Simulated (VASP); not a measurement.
# CaO (Fm-3m) in VASP: notebook

CaO is run at these levels: PBEsol; tasks: single point, relaxation of volume and atoms at fixed shape.

Program: VASP 6.6.1. These are calculated values, not measurements. Logs are shortened: lines on timing, memory, paths and dates and some standing lists are left out, and cuts for length are marked.

## (1) The cell of the first run

It takes space group Fm-3m (No. 225, cubic). Conventional cell: a = 4.768 Å, b = 4.768 Å, c = 4.768 Å, α = 90.00°, β = 90.00°, γ = 90.00°. Ca (site symmetry m-3m) has 6 O at 2.38 Å within 3.1 Å. Within 3.1 Å of O (site symmetry m-3m) lie 6 Ca at 2.38 Å.

## (2) Single point, PBEsol

INCAR

```
ALGO = Normal
EDIFF = 1E-6
ENCUT = 600
GGA = PS
GGA_COMPAT = False
ISIF = 2
ISMEAR = 0
LASPH = True
LCHARG = False
LREAL = False
LWAVE = False
NBANDS = 15
NELM = 120
PREC = Accurate
SIGMA = 0.01
```

KPOINTS

```
k-points
0
Gamma
  8 8 8
```

POSCAR

```
CaO
1.0
    0.0000000000      2.3837616548      2.3837616548
    2.3837616548      0.0000000000      2.3837616548
    2.3837616548      2.3837616548      0.0000000000
Ca O
1 1
Direct
    0.0000000000      0.0000000000      0.0000000000
    0.5000000000      0.5000000000      0.5000000000
```

Potentials or basis: VASP PAW PBE potentials, release 64 (Ca_sv, O).

Started as:

```
> cat potpaw_PBE.64/Ca_sv/POTCAR potpaw_PBE.64/O/POTCAR > POTCAR
> mpirun -np 1 vasp_std > vasp.out
```

OUTCAR:

```text
EDIFF = 1E-6
   ENCUT = 600
   GGA = PS
   ISIF = 2
   ISMEAR = 0
   LASPH = True
   LREAL = False
   NELM = 120
   PREC = Accurate

 ion  position               nearest neighbor table
   1  0.000  0.000  0.000-   2 2.38   2 2.38   2 2.38   2 2.38   2 2.38   2 2.38
   2  0.500  0.500  0.500-   1 2.38   1 2.38   1 2.38   1 2.38   1 2.38   1 2.38

  LATTYP: Found a face centered cubic cell.
 ALAT       =     4.7675233096

  Lattice vectors:

 A1 = (   0.0000000000,   2.3837616548,   2.3837616548)
 A2 = (   2.3837616548,   0.0000000000,   2.3837616548)
 A3 = (   2.3837616548,   2.3837616548,   0.0000000000)

Analysis of symmetry for initial positions (statically):
=====================================================================
 Subroutine PRICEL returns:
 Original cell was already a primitive cell.

 Routine SETGRP: Setting up the symmetry group for a
 face centered cubic supercell.

 Subroutine GETGRP returns: Found 48 space group operations
 (whereof 48 operations were pure point group operations)
 out of a pool of 48 trial point group operations.

The static configuration has the point symmetry O_h .

Analysis of symmetry for dynamics (positions and initial velocities):
=====================================================================
 Subroutine PRICEL returns:
 Original cell was already a primitive cell.

 Routine SETGRP: Setting up the symmetry group for a
 face centered cubic supercell.

 Subroutine GETGRP returns: Found 48 space group operations
 (whereof 48 operations were pure point group operations)
 out of a pool of 48 trial point group operations.

The dynamic configuration has the point symmetry O_h .

 Subroutine INISYM returns: Found 48 space group operations
 (whereof 48 operations are pure point group operations),
 and found     1 'primitive' translations

----------------------------------------------------------------------------------------

                                     Primitive cell

  volume of cell :      27.0906

  direct lattice vectors                    reciprocal lattice vectors
     0.000000000  2.383761655  2.383761655    -0.209752514  0.209752514  0.209752514
     2.383761655  0.000000000  2.383761655     0.209752514 -0.209752514  0.209752514
     2.383761655  2.383761655  0.000000000     0.209752514  0.209752514 -0.209752514

  length of vectors
     3.371148062  3.371148062  3.371148062     0.363302011  0.363302011  0.363302011

  position of ions in fractional coordinates (direct lattice)
     0.000000000  0.000000000  0.000000000
     0.500000000  0.500000000  0.500000000

  ion indices of the primitive-cell ions
   primitive index   ion index
                 1           1
                 2           2

----------------------------------------------------------------------------------------

 KPOINTS: k-points

Automatic generation of k-mesh.
 Grid dimensions read from file:
 generate k-points for:    8    8    8

 Generating k-lattice:

  Cartesian coordinates                     Fractional coordinates (reciprocal lattice)
    -0.026219064  0.026219064  0.026219064     0.125000000  0.000000000  0.000000000
     0.026219064 -0.026219064  0.026219064     0.000000000  0.125000000  0.000000000
     0.026219064  0.026219064 -0.026219064     0.000000000  0.000000000  0.125000000

  Length of vectors
     0.045412751  0.045412751  0.045412751

  Shift w.r.t. Gamma in fractional coordinates (k-lattice)
     0.000000000  0.000000000  0.000000000

 Subroutine IBZKPT returns following result:
 ===========================================

 Found     29 irreducible k-points:

 Following reciprocal coordinates:
            Coordinates               Weight
  0.000000  0.000000  0.000000      1.000000
  0.125000  0.000000  0.000000      8.000000
  0.250000  0.000000  0.000000      8.000000
  0.375000  0.000000  0.000000      8.000000
  0.500000  0.000000  0.000000      4.000000
  0.125000  0.125000  0.000000      6.000000
[... 16 lines left out ...]
  0.500000  0.250000  0.125000     48.000000
 -0.375000  0.250000  0.125000     24.000000
 [... further k-points ...]
   k-points           NKPTS =     29   k-points in BZ     NKDIM =     29   number of bands    NBANDS=     15
   number of dos      NEDOS =    301   number of ions     NIONS =      2
   total plane-waves  NPLWV =  21952
   dimension x,y,z NGX =    28 NGY =   28 NGZ =   28
   dimension x,y,z NGXF=    56 NGYF=   56 NGZF=   56
   ions per type =               1   1
   NGX,Y,Z   is equivalent  to a cutoff of  13.81, 13.81, 13.81 a.u.
   NGXF,Y,Z  is equivalent  to a cutoff of  27.62, 27.62, 27.62 a.u.
 SYSTEM =  unknown system
   PREC   = accura    normal or accurate (medium, high low for compatibility)
   ISTART =      0    job   : 0-new  1-cont  2-samecut
   ICHARG =      2    charge: 1-file 2-atom 10-const
   ISPIN  =      1    spin polarized calculation?
   LNONCOLLINEAR =      F non collinear calculations
   LSORBIT =      F    spin-orbit coupling
   LASPH  =      T    aspherical Exc in radial PAW
   ENCUT  =  600.0 eV  44.10 Ry    6.64 a.u.   6.73  6.73  6.73*2*pi/ulx,y,z
   NELM   =    120;   NELMIN=  2; NELMDL= -5     # of ELM steps
   EDIFF  = 0.1E-05   stopping-criterion for ELM
   LREAL  =      F    real-space projection
   EDIFFG = 0.1E-04   stopping-criterion for IOM
   NSW    =      0    number of steps for IOM
   IBRION =     -1    ionic relax: 0-MD 1-quasi-New 2-CG
   NFREE  =      0    steps in history (QN), initial steepest desc. (CG)
   ISIF   =      2    stress and relaxation
   ISYM   =      2    0-nonsym 1-usesym 2-fastsym
   POTIM  = 0.5000    time-step for ionic-motion
   TEBEG  =    0.0;   TEEND  =   0.0 temperature during run
   PSTRESS=    0.0 pullay stress
   NELECT =      16.0000    total number of electrons
   NUPDOWN=      -1.0000    fix difference up-down
   EMIN   =  10.00;   EMAX   =-10.00  energy-range for DOS
   EFERMI =   0.00;   METHOD = LEGACY
   ISMEAR =     0;   SIGMA  =   0.01  broadening in eV -4-tet -1-fermi 0-gaus
   EFERMI_NEDOS =   21; number of points for ismear=-14 and -15
   IALGO  =     38    algorithm
   IMIX   =      4    mixing-type and parameters
     AMIX     =   0.40;   BMIX     =  1.00
     AMIX_MAG =   1.60;   BMIX_MAG =  1.00
  volume/ion in A,a.u.               =      13.55        91.41
  Fermi-wavevector in a.u.,A,eV,Ry     =   1.373542  2.595618 25.668997  1.886618
  Thomas-Fermi vector in A             =   2.499050
   LORBIT       =      0    0 simple, 1 ext, 2 COOP (PROOUT), +10 PAW based schemes
   GGA     = PS    functional components
   LHFCALC =     F    Hartree Fock is set to
   AEXX    =    0.0000 exact exchange contribution
   IVDW    =     0    specifies the selected vdW correction
   LEPSILON=     F    determine dielectric tensor
   LRPA    =     F    only Hartree local field effects (RPA)
 non-spin polarized calculation
 Gauss-broadening in eV      SIGMA  =   0.01
  energy-cutoff  :      600.00
  volume of cell :       27.09
 maximum number of plane-waves:       934
   NGX = 13   NGY = 13   NGZ = 13

 number of electron      15.9999997 magnetization

 Free energy of the ion-electron system (eV)
  ---------------------------------------------------
  ext. energy  EPLUGINS =         0.00000000
  ---------------------------------------------------
  free energy    TOTEN  =       -13.41324843 eV

  energy without entropy =      -13.41324843  energy(sigma->0) =      -13.41324843

 E-fermi :   2.4057     XC(G=0): -10.8576

 val. band max:        2.3337150050   @ k =   0.0000   0.0000   0.0000
 cond. band min:       5.8559507496   @ k =   0.5000   0.5000   0.0000
 fundamental gap:      3.5222357446
 Fermi energy:         2.4057385503

 k-point     1 :       0.0000    0.0000    0.0000
  band No.  band energies     occupation
      1     -34.9551      2.00000
      2     -15.7774      2.00000
      3     -15.7774      2.00000
      4     -15.7774      2.00000
      5     -13.1585      2.00000
      6       2.3337      2.00000
      7       2.3337      2.00000
      8       2.3337      2.00000
      9       7.0953      0.00000
     10       8.5833      0.00000
     11       8.5833      0.00000
     12       8.5833      0.00000
     13      10.1638      0.00000
     14      10.1638      0.00000
     15      17.3128      0.00000

 k-point     2 :       0.1250    0.0000    0.0000
  band No.  band energies     occupation
      1     -34.9378      2.00000
      2     -16.0293      2.00000
      3     -15.7862      2.00000
      4     -15.7862      2.00000
      5     -12.8974      2.00000
      6       1.7753      2.00000
      7       2.1097      2.00000
      8       2.1097      2.00000
      9       7.7925      0.00000
     10       8.5375      0.00000
     11       8.8612      0.00000
     12       8.8612      0.00000
     13      10.5526      0.00000
     14      10.5526      0.00000
     15      17.9553      0.00000

 k-point     3 :       0.2500    0.0000    0.0000
  band No.  band energies     occupation
      1     -34.8958      2.00000
      2     -16.5134      2.00000
      3     -15.8071      2.00000
      4     -15.8071      2.00000
      5     -12.3886      2.00000
      6       0.7328      2.00000
      7       1.6329      2.00000
      8       1.6329      2.00000
      9       8.5994      0.00000
     10       9.2757      0.00000
     11       9.5921      0.00000
     12       9.5921      0.00000
     13      11.4861      0.00000
     14      11.4861      0.00000
     15      18.4265      0.00000
[... 343 lines left out ...]
 k-point    23 :       0.5000    0.2500    0.1250
  band No.  band energies     occupation
      1     -34.8315      2.00000
      2     -16.7253      2.00000
      3     -16.0292      2.00000
      4     -15.8893      2.00000
      5     -12.1886      2.00000
      6       0.2552      2.00000
      7       1.2118      2.00000
      8       1.4605      2.00000
      9       8.2076      0.00000
     10       9.9135      0.00000
     11      10.9497      0.00000
     12      11.0690      0.00000
     13      12.4775      0.00000
     14      13.6389      0.00000
     15      17.3227      0.00000

 k-point    24 :      -0.3750    0.2500    0.1250
  band No.  band energies     occupation
      1     -34.8175      2.00000
      2     -16.7938      2.00000
      3     -16.0462      2.00000
      4     -15.9181      2.00000
      5     -12.1293      2.00000
      6       0.2016      2.00000
      7       1.1636      2.00000
      8       1.2279      2.00000
      9       9.1331      0.00000
     10       9.1965      0.00000
     11      11.2627      0.00000
     12      11.4647      0.00000
     13      12.7878      0.00000
     14      14.4372      0.00000
     15      16.4028      0.00000

 [... further k-points ...]

------------------------ aborting loop because EDIFF is reached ----------------------------------------

  FORCE on cell =-STRESS in cart. coord.  units (eV):
  Direction    XX          YY          ZZ          XY          YZ          ZX
  --------------------------------------------------------------------------------------
  -------------------------------------------------------------------------------------
  Total        0.0845973      0.0845973      0.0845973      0.0000000     -0.0000000      0.0000000
  in kB        5.0032057      5.0032057      5.0032057      0.0000000     -0.0000000      0.0000000
  external PRESSURE =       5.0032057 kB  Pullay stress =       0.0000000 kB

 VOLUME and BASIS-vectors are now :
 -----------------------------------------------------------------------------
  energy-cutoff  :      600.00
  volume of cell :       27.09
      direct lattice vectors                 reciprocal lattice vectors
     0.000000000  2.383761655  2.383761655    -0.209752514  0.209752514  0.209752514
     2.383761655  0.000000000  2.383761655     0.209752514 -0.209752514  0.209752514
     2.383761655  2.383761655  0.000000000     0.209752514  0.209752514 -0.209752514

 POSITION                                       TOTAL-FORCE (eV/Angst)
 -----------------------------------------------------------------------------------
      0.00000      0.00000      0.00000         0.000000     -0.000000      0.000000
      2.38376      2.38376      2.38376        -0.000000      0.000000     -0.000000
 -----------------------------------------------------------------------------------
    total drift:                                0.000000      0.000000      0.000000

  FREE ENERGIE OF THE ION-ELECTRON SYSTEM (eV)
  ---------------------------------------------------
  free  energy   TOTEN  =       -13.4132484262 eV

  energy  without entropy=      -13.4132484262  energy(sigma->0) =      -13.41324843
```

Wall time 14 s (1 thread of Intel Xeon Platinum 8488C (Sapphire Rapids), shared host); peak memory 0.16 GiB.

What came out:

* Free energy: -13.4132 eV
* Pressure: 0.5 GPa
* Band gap on the k mesh: 3.52 eV (least direct gap 3.90 eV)

Caveat: the PAW data sets were made with another functional, which shifts forces and pressure a little. Expect the measured gap to be larger: semilocal functionals such as PBEsol lack the derivative discontinuity.

## (3) Relaxation of volume and atoms at fixed shape, PBEsol

This run uses another cell than the first one, of 13.94 Å³/atom.

INCAR

```
PREC = Accurate ; ENCUT = 600
EDIFF = 1E-7 ; ISMEAR = 0
SIGMA = 0.01 ; LREAL = False
LASPH = True ; NELM = 120
ALGO = Normal ; ISIF = 8
LWAVE = False ; LCHARG = False
GGA = PS ; IBRION = 2
NSW = 50 ; EDIFFG = -0.02
GGA_COMPAT = False ; NELMIN = 4
```

KPOINTS

```
Automatic mesh
0
Gamma
  8 8 8
```

POSCAR

```
CaO
1.0
    0.0000000000      2.4065000000      2.4065000000
    2.4065000000      0.0000000000      2.4065000000
    2.4065000000      2.4065000000      0.0000000000
Ca O
1 1
Direct
    0.0000000000      0.0000000000      0.0000000000
    0.5000000000      0.5000000000      0.5000000000
```

Potentials or basis: VASP PAW PBE potentials, release 64 (Ca_sv, O).

Started as:

```
> cat potpaw_PBE.64/Ca_sv/POTCAR potpaw_PBE.64/O/POTCAR > POTCAR
> mpirun -np 1 vasp_std > vasp.out
```

OUTCAR:

```text
PREC = Accurate
   ENCUT = 600
   EDIFF = 1E-7
   ISMEAR = 0
   LREAL = False
   LASPH = True
   NELM = 120
   ISIF = 8
   GGA = PS
   IBRION = 2
   NSW = 50
   EDIFFG = -0.02
   NELMIN = 4

 ion  position               nearest neighbor table
   1  0.000  0.000  0.000-   2 2.41   2 2.41   2 2.41   2 2.41   2 2.41   2 2.41
   2  0.500  0.500  0.500-   1 2.41   1 2.41   1 2.41   1 2.41   1 2.41   1 2.41

  LATTYP: Found a face centered cubic cell.
 ALAT       =     4.8130000000

  Lattice vectors:

 A1 = (   0.0000000000,   2.4065000000,   2.4065000000)
 A2 = (   2.4065000000,   0.0000000000,   2.4065000000)
 A3 = (   2.4065000000,   2.4065000000,   0.0000000000)

Analysis of symmetry for initial positions (statically):
=====================================================================
[... 268 lines left out ...]
      5     -13.1768      2.00000
      6       2.3063      2.00000
      7       2.3063      2.00000
      8       2.3063      2.00000
      9       7.0321      0.00000
     10       8.5469      0.00000
     11       8.5469      0.00000
     12       8.5469      0.00000
[... 331 lines left out ...]
 k-point    24 :      -0.3750    0.2500    0.1250
  band No.  band energies     occupation
      1     -34.8638      2.00000
      2     -16.8232      2.00000
      3     -16.0895      2.00000
      4     -15.9634      2.00000
      5     -12.1625      2.00000
      6       0.1817      2.00000
      7       1.1408      2.00000
      8       1.2073      2.00000
      9       9.0894      0.00000
     10       9.1526      0.00000
     11      11.2103      0.00000
     12      11.4037      0.00000

 [... further k-points ...]

------------------------ aborting loop because EDIFF is reached ----------------------------------------

  FORCE on cell =-STRESS in cart. coord.  units (eV):
  Direction    XX          YY          ZZ          XY          YZ          ZX
  --------------------------------------------------------------------------------------
  -------------------------------------------------------------------------------------
  Total        0.0004611      0.0004611      0.0004611     -0.0000000     -0.0000000      0.0000000
  in kB        0.0271488      0.0271488      0.0271488     -0.0000000     -0.0000000      0.0000000
  external PRESSURE =       0.0271488 kB  Pullay stress =       0.0000000 kB
[... 17 lines left out ...]
  FREE ENERGIE OF THE ION-ELECTRON SYSTEM (eV)
  ---------------------------------------------------
  free  energy   TOTEN  =       -13.4146359085 eV

  energy  without entropy=      -13.4146359085  energy(sigma->0) =      -13.41463591

 reached required accuracy - stopping structural energy minimisation
```

CONTCAR:

```text
CaO
   1.00000000000000
     0.0000000000000000    2.3873483029126943    2.3873483029126943
     2.3873483029126943    0.0000000000000000    2.3873483029126943
     2.3873483029126943    2.3873483029126943    0.0000000000000000
  Ca              O
     1     1
Direct
     0.0000000000000000    0.0000000000000000    0.0000000000000000
     0.5000000000000000    0.5000000000000000    0.5000000000000000

  0.00000000E+00  0.00000000E+00  0.00000000E+00
  0.00000000E+00  0.00000000E+00  0.00000000E+00
```

Wall time 44 s (1 thread of Intel Xeon Platinum 8488C (Sapphire Rapids), shared host); peak memory 0.17 GiB.

Results:

| Item | Value |
| --- | --- |
| Free energy | -13.4146 eV |
| Relaxed volume | 13.61 Å³/atom |
| Relaxed cell | a = 3.376 Å, b = 3.376 Å, c = 3.376 Å, α = 60.00°, β = 60.00°, γ = 60.00° |
| Space group after relaxing (to 0.1 Å) | Fm-3m (No. 225) |
| Energy gained by relaxing | 2.8 meV/atom |
| Ionic steps | 3 |
| Pressure after relaxing | 0.0 GPa |
| Band gap on the k mesh | 3.53 eV (least direct gap 3.90 eV) |

Step by step:
```csv
step,energy change (eV),largest force (eV/Å),pressure (GPa),volume (Å³)
1,0.0000,0.0000,-2.62,27.87
2,-0.0047,0.0000,1.08,26.96
3,-0.0055,0.0000,0.00,27.21
```

Final structure:
```
Ca O
1.0
     0.00000    2.38735    2.38735
     2.38735    0.00000    2.38735
     2.38735    2.38735    0.00000
Ca O
1 1
Direct
  0.00000 0.00000 0.00000
  0.50000 0.50000 0.50000
```

Caveat: the PAW data sets were made with another functional, which shifts forces and pressure a little. A k mesh can miss the band edges.
